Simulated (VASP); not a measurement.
GaO: single point with PBE

GaO:

```xyz
4
Lattice="3.4327 0.0000 0.0000 -1.7164 2.9728 0.0000 0.0000 0.0000 6.7807" Properties=species:S:1:pos:R:3 pbc="T T T"
Ga    0.0000    1.9819    1.6952
Ga    1.7164    0.9909    5.0855
O     0.0000    1.9819    5.0855
O     1.7164    0.9909    1.6952
```

```yaml
Program: VASP 6.6.1
Task: single point
Functional: PBE
Potentials_or_basis: VASP PAW PBE potentials, release 64 (Ga_d, O)
Cutoff: 520 eV
k_mesh: 6 × 6 × 4
Occupations: gaussian, width 0.1 eV
Spin: collinear spin, ferromagnetic start
Starting_moments: "[0.0, 0.0, 1.0, 1.0] μB"
```

| Property | Result |
| --- | --- |
| Pressure | 0.7 GPa |
| Band gap on the k mesh | zero (filled and empty bands overlap) |
| Net moment | 0.00 μB per cell |
| Valence electrons inside the program's atomic spheres | Ga 11.49; O 4.96 |

Stress tensor (GPa, compression positive):
```
0.95 0.00 0.00
0.00 0.95 0.00
0.00 0.00 0.07
```

Levels at points of the mesh, in eV from the Fermi level:
Spin up:
```tsv
k point	band 17	band 18	band 19	band 20	band 21	band 22
(0.00, 0.00, 0.00)	-5.05	-4.71	-4.50	-2.71	1.62	5.42
(0.50, 0.00, 0.00)	-4.98	-4.38	-0.28	0.67	1.81	2.12
(0.00, 0.00, 0.50)	-5.09	-5.09	-3.21	-3.21	2.58	2.58
(0.50, 0.00, 0.50)	-4.60	-4.60	0.02	0.02	1.77	1.77
```
Spin down:
| k point | band 16 | band 17 | band 18 | band 19 | band 20 | band 21 | band 22 | band 23 |
| --- | --- | --- | --- | --- | --- | --- | --- | --- |
| (0.00, 0.00, 0.00) | -5.05 | -5.05 | -4.71 | -4.50 | -2.71 | 1.62 | 5.42 | 6.65 |
| (0.50, 0.00, 0.00) | -6.00 | -4.98 | -4.38 | -0.28 | 0.66 | 1.81 | 2.12 | 2.58 |
| (0.00, 0.00, 0.50) | -5.09 | -5.09 | -5.09 | -3.21 | -3.21 | 2.58 | 2.58 | 6.76 |
| (0.50, 0.00, 0.50) | -6.09 | -4.60 | -4.60 | 0.02 | 0.02 | 1.77 | 1.77 | 3.89 |

It took 67 s on 1 thread of Intel(R) Xeon(R) Platinum 8488C (Sapphire Rapids), on a shared host, peak memory 0.25 GiB.
